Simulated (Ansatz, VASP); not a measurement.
**One calculation of Al, two programs**

```xyz
1
Lattice="0.0000 2.0240 1.9025 2.0240 0.0000 1.9025 2.0240 2.0240 0.0000" Properties=species:S:1:pos:R:3 pbc="T T T"
Al    0.0000    0.0000    0.0000
```

Change from the starting cell: strain -0.0600 x Voigt [0, 0, 1, 0, 0, 0], atoms carried along.

Alike in both runs: task single point; functional r2SCAN; k mesh 20 × 20 × 20; occupations gaussian, width 0.2 eV; no spin polarisation.

|  | VASP | Ansatz |
| --- | --- | --- |
| version | VASP 6.6.1 | Ansatz 0.2.0 |
| potentials or method | VASP PAW PBE potentials, release 64 (Al), cutoff 520 eV | scalar-relativistic, plane waves, PAW |
| valence electrons in the cell | 3 | 3 |

VASP gave:

```
gap on the k mesh at the Fermi level (eV)                     : none
pressure (GPa)                                                : 2.0
traceless stress, the component that is largest in VASP (GPa) : 3.36
```

Question: What did Ansatz give for the same quantities?

Answer: gap on the k mesh at the Fermi level (eV): none; pressure (GPa): 2.4; traceless stress, the component that is largest in VASP (GPa): 3.37.

VASP's potentials were made for PBE, not for r2SCAN. A gap of «none» marks a metal or a gap that the smearing closes. With one functional, cell and mesh, what is left measures potentials, basis and numerics.
